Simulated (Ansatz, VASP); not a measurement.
# SiGe5: VASP beside Ansatz

```
Si Ge
1.0
     2.97417    0.00000    0.00000
     0.00000    2.97417    0.00000
     0.00000    0.00000   12.61834
Si Ge
1 5
Direct
  0.50000 0.50000 0.50000
  0.00000 0.00000 0.00000
  0.50000 0.50000 0.16667
  0.00000 0.00000 0.33333
  0.00000 0.00000 0.66667
  0.50000 0.50000 0.83333
```

Alike in both runs: task single point; functional PBE; k mesh 6 × 6 × 2; occupations gaussian, width 0.1 eV; no spin polarisation.

|  | VASP | Ansatz |
| --- | --- | --- |
| version | VASP 6.6.1 | Ansatz 0.2.0 |
| potentials or method | VASP PAW PBE potentials, release 64 (Si, Ge_d), cutoff 520 eV | scalar-relativistic, plane waves, PAW |
| valence electrons in the cell | 74 | 74 |

Ansatz gave:

| Quantity | Value |
| --- | --- |
| gap on the k mesh at the Fermi level (eV) | none |
| pressure (GPa) | 1.3 |
| traceless stress, the component that is largest in VASP (GPa) | -3.09 |
| rms of the force components (eV/Å) | 0.157 |

Q: Estimate VASP's values.

A: gap on the k mesh at the Fermi level (eV): none; pressure (GPa): 1.3; traceless stress, the component that is largest in VASP (GPa): -3.09; rms of the force components (eV/Å): 0.158.

Atom by atom the forces differ by 0.001 eV/Å (rms over components). A gap of «none» marks a metal or a gap that the smearing closes.
